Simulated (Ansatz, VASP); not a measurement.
Two plane-wave programs on Li4BH

Contents of INCAR:

```
  ALGO = Normal
  EDIFF = 1E-6
  EDIFFG = -0.01
  ENCUT = 600
  GGA = PE
  IBRION = 2
  ISIF = 3
  ISMEAR = 0
  LASPH = True
  LCHARG = False
  LREAL = False
  LWAVE = False
  NELM = 100
  NSW = 100
  PREC = Accurate
  SIGMA = 0.1
```

File KPOINTS:

```
k-points
0
Gamma
  18 18 4
```

The input POSCAR:

```
Li4BH
1.0
    2.6703238745      0.0000000000      0.0000000000
   -1.3351619373      2.3125683117      0.0000000000
    0.0000000000      0.0000000000     11.2480406087
Li B H
4 1 1
Direct
    0.3333333333      0.6666666667      0.8440481051
    0.6666666667      0.3333333333      0.1559518949
    0.3333333333      0.6666666667      0.3951607419
    0.6666666667      0.3333333333      0.6048392581
    0.0000000000      0.0000000000      0.0000000000
    0.0000000000      0.0000000000      0.5000000000
```

Input for Ansatz:

```yaml
crystal:
  lattice:
    - [2.6703238745, 0.0, 0.0]
    - [-1.3351619373, 2.3125683117, 0.0]
    - [0.0, 0.0, 11.2480406087]
  atoms:
    - { symbol: Li, position: [0.3333333333, 0.6666666667, 0.8440481051] }
    - { symbol: Li, position: [0.6666666667, 0.3333333333, 0.1559518949] }
    - { symbol: Li, position: [0.3333333333, 0.6666666667, 0.3951607419] }
    - { symbol: Li, position: [0.6666666667, 0.3333333333, 0.6048392581] }
    - { symbol: B, position: [0.0, 0.0, 0.0] }
    - { symbol: H, position: [0.0, 0.0, 0.5] }
basis:
  ecutwfc: 420
kpoints:
  mp_grid: { grid: [18, 18, 4] }
hamiltonian:
  xc: pbe
scf:
  occupations: { method: gaussian, width: 0.1 }
output:
  forces: true
  stress: true
  eigenvalues: true
  write_density: true
  write_potential: true
  elf: true
  volumetric_format: npy
relax:
  adjacent_minimum: "off"
  f_tol: 0.01
  max_steps: 80
  cell: { stress_tol: 0.05 }
```

Alike in both runs: task relaxation of cell and atoms; functional PBE; k mesh 18 × 18 × 4; occupations gaussian, width 0.1 eV; no spin polarisation.

|  | VASP | Ansatz |
| --- | --- | --- |
| version | VASP 6.6.1 | Ansatz 0.2.0 |
| potentials or method | VASP PAW PBE potentials, release 64 (Li_sv, B, H), cutoff 600 eV | scalar-relativistic, plane waves, PAW |
| valence electrons in the cell | 16 | 16 |

Ansatz gave:

```
gap on the k mesh at the Fermi level, each at its own relaxed structure (eV) : none
relaxed volume (Å³/atom)                                                     : 11.59
relaxed length of the cell vector where the two differ most in proportion (Å)              : 2.682
```

Problem. What did VASP give for the same quantities?

Solution. gap on the k mesh at the Fermi level, each at its own relaxed structure (eV): none; relaxed volume (Å³/atom): 11.54; relaxed length of the cell vector where the two differ most in proportion (Å): 2.678.

A gap of «none» marks a metal or a gap that the smearing closes.

Noted on VASP's run: the cutoff is under 1.25 times that of the potentials, so the pressure is a little rough.
